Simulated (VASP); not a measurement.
A run of VASP 6.6.1 is set up as follows.

File POSCAR:

```
SnO2
1.0
    4.6884208404      0.0000000000      0.0000000000
    0.0000000000      4.6886567491      0.0000000000
    0.0000000000      0.0000000000      3.2967320809
Sn O
2 4
Direct
    0.5000000000      0.5000000000      0.5000000000
    0.0000000000      0.0000000000      0.0000000000
    0.3058623571      0.3059582263      0.0000000000
    0.8058623571      0.1940417737      0.5000000000
    0.1941376429      0.8059582263      0.5000000000
    0.6941376429      0.6940417737      0.0000000000
```

Contents of INCAR.step1:

```
SYSTEM = SnO2
PREC = Accurate
ENCUT = 520
ISMEAR = 0
SIGMA = 0.05
LREAL = .False.
LASPH = .True.
NELM = 80
NBANDS = 35
GGA = PE
ALGO = Normal
EDIFF = 1E-4
LWAVE = .True.
LCHARG = .False.
```

The input INCAR.step2:

```
SYSTEM = SnO2
PREC = Accurate
ENCUT = 520
EDIFF = 1E-7
ISMEAR = 0
SIGMA = 0.05
LREAL = .False.
LASPH = .True.
NELM = 80
ALGO = Normal
ISIF = 2
LWAVE = .False.
LCHARG = .False.
METAGGA = R2SCAN
LMIXTAU = .True.
NBANDS = 35
ISTART = 1
```

Contents of KPOINTS:

```
Automatic mesh
0
Gamma
  6 6 8
  0 0 0
```

Potentials or basis: VASP PAW PBE potentials, release 64 (Sn_d, O).

Run with:

```sh
$ cat potpaw_PBE.64/Sn_d/POTCAR potpaw_PBE.64/O/POTCAR > POTCAR
$ cp INCAR.step1 INCAR
$ mpirun -np 1 vasp_std > vasp.out
$ cp INCAR.step2 INCAR
$ mpirun -np 1 vasp_std > vasp.out
```

(1) What does it give for the pressure?

(2) Predict the largest force.

(3) What does it give for the band gap on the k mesh?

## Answers

(1) -0.2 GPa.

(2) 0.139 eV/Å.

(3) 1.67 eV, direct.

Caveat: the cell differs from its parent crystal (strain -0.015 along x and y, +0.030 along z); the PAW data sets were made with another functional, which shifts forces and pressure a little; spin-orbit coupling is left out, which moves the levels of the heavy elements.
